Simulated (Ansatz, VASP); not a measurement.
## NaH: VASP beside Ansatz

File POSCAR:

```
NaH
1.0
   -0.1797773728      2.3970316378      2.4809277451
    2.3970316378     -0.1797773728      2.4809277451
    2.2172542650      2.2172542650      0.0000000000
Na H
1 1
Direct
    0.0000000000      0.0000000000      0.0000000000
    0.5000000000      0.5000000000      0.5000000000
```

INCAR.step1

```
PREC = Accurate
ENCUT = 520
ISMEAR = -1
SIGMA = 0.2
LREAL = F
LASPH = T
NELM = 80
NBANDS = 11
GGA = PE
ALGO = Normal
EDIFF = 1E-4
LWAVE = T
LCHARG = F
```

File INCAR.step2:

```
PREC = Accurate
ENCUT = 520
EDIFF = 1E-7
ISMEAR = -1
SIGMA = 0.2
LREAL = F
LASPH = T
NELM = 80
ALGO = Normal
ISIF = 2
LWAVE = F
LCHARG = F
METAGGA = R2SCAN
LMIXTAU = T
NBANDS = 11
ISTART = 1
```

File KPOINTS:

```
regular mesh
0
Gamma
  8 8 8
```

Input for Ansatz:

```yaml
crystal:
  lattice:
    - [-0.1797773728, 2.3970316378, 2.4809277451]
    - [2.3970316378, -0.1797773728, 2.4809277451]
    - [2.217254265, 2.217254265, 0.0]
  atoms:
    - { symbol: Na, position: [0.0, 0.0, 0.0] }
    - { symbol: H, position: [0.5, 0.5, 0.5] }
basis:
  ecutwfc: 520.0
kpoints:
  mp_grid: { grid: [8, 8, 8] }
hamiltonian:
  xc: r2scan
scf:
  occupations: { method: fermi_dirac, width: 0.2 }
output:
  forces: true
  stress: true
  eigenvalues: true
```

Change from the starting cell: engineering shear strain xy -0.1500, normal strain along z +0.0350.

Alike in both runs: task single point; functional r2SCAN; k mesh 8 × 8 × 8; occupations fermi-dirac, width 0.2 eV; no spin polarisation.

|  | VASP | Ansatz |
| --- | --- | --- |
| version | VASP 6.6.1 | Ansatz 0.2.0 |
| potentials or method | VASP PAW PBE potentials, release 64 (Na_pv, H), cutoff 520 eV | scalar-relativistic, plane waves, PAW |
| valence electrons in the cell | 8 | 10 |

Ansatz gave:

| Quantity | Value |
| --- | --- |
| gap on the k mesh at the Fermi level (eV) | 3.77 |
| least direct gap on the mesh (eV) | 5.05 |
| pressure (GPa) | -0.7 |
| traceless stress, the component that is largest in VASP (GPa) | 3.81 |

Task: Which values does VASP return?

Result: gap on the k mesh at the Fermi level (eV): 3.79; least direct gap on the mesh (eV): 5.05; pressure (GPa): -0.8; traceless stress, the component that is largest in VASP (GPa): 3.80.

VASP's potentials were made for PBE, not for r2SCAN. VASP's potentials hold 8 valence electrons a cell and Ansatz's 10, so a difference there can come from the potentials and not from the codes.
